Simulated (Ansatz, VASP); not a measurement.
One calculation of Al3GaN4, two programs

```
Al Ga N
1.0
     4.40699    0.00000    0.00000
     0.00000    4.40699    0.00000
     0.00000    0.00000    4.40699
Al Ga N
3 1 4
Cartesian
  2.2035 2.2035 0.0000
  2.2035 0.0000 2.2035
  0.0000 2.2035 2.2035
  0.1179 0.1179 0.0000
  3.2819 3.2819 1.1251
  3.2819 1.1251 3.2819
  1.1251 3.2819 3.2819
  1.1251 1.1251 1.1251
```

Alike in both runs: task single point; functional PBEsol; k mesh 6 × 6 × 6; occupations gaussian, width 0.05 eV; no spin polarisation.

|  | VASP | Ansatz |
| --- | --- | --- |
| version | VASP 6.6.1 | Ansatz 0.2.0 |
| potentials or method | VASP PAW PBE potentials, release 64 (Al, Ga_d, N), cutoff 520 eV | scalar-relativistic, plane waves, PAW |
| valence electrons in the cell | 42 | 42 |

```csv
,VASP,Ansatz,Ansatz less VASP
gap on the k mesh at the Fermi level (eV),2.62,2.63,+0.005
least direct gap on the mesh (eV),2.62,2.63,+0.005
pressure (GPa),0.9,0.9,+0.08
"traceless stress, the component that is largest in VASP (GPa)",2.12,2.17,+0.052
rms of the force components (eV/Å),0.777,0.786,+0.0085
```

VASP's potentials were made for PBE, not for PBEsol. Atom by atom the forces differ by 0.010 eV/Å (rms over components).
